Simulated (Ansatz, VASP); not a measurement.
## Mg: VASP beside Ansatz

```
CELL_PARAMETERS angstrom
-1.60062 1.60058 2.25992
1.60062 -1.60058 2.25992
1.60062 1.60058 -2.25992
ATOMIC_POSITIONS crystal
Mg 0.50000 0.50000 0.00000
```

Alike in both runs: task relaxation of cell and atoms; functional PBE; k mesh 18 × 18 × 18; occupations gaussian, width 0.1 eV; no spin polarisation.

|  | VASP | Ansatz |
| --- | --- | --- |
| version | VASP 6.6.1 | Ansatz 0.2.0 |
| potentials or method | VASP PAW PBE potentials, release 64 (Mg), cutoff 600 eV | scalar-relativistic, plane waves, PAW |
| valence electrons in the cell | 2 | 10 |

Ansatz gave:

| Item | Value |
| --- | --- |
| gap on the k mesh at the Fermi level, each at its own relaxed structure (eV) | none |
| relaxed volume (Å³/atom) | 23.16 |
| relaxed length of the cell vector where the two differ most in proportion (Å) | 3.199 |

Task: Which values does VASP return?

Result: gap on the k mesh at the Fermi level, each at its own relaxed structure (eV): none; relaxed volume (Å³/atom): 23.08; relaxed length of the cell vector where the two differ most in proportion (Å): 3.195.

A gap of «none» marks a metal or a gap that the smearing closes. VASP's potentials hold 2 valence electrons a cell and Ansatz's 10, so a difference there can come from the potentials and not from the codes. Ansatz's warnings: near symmetry operations not taken.
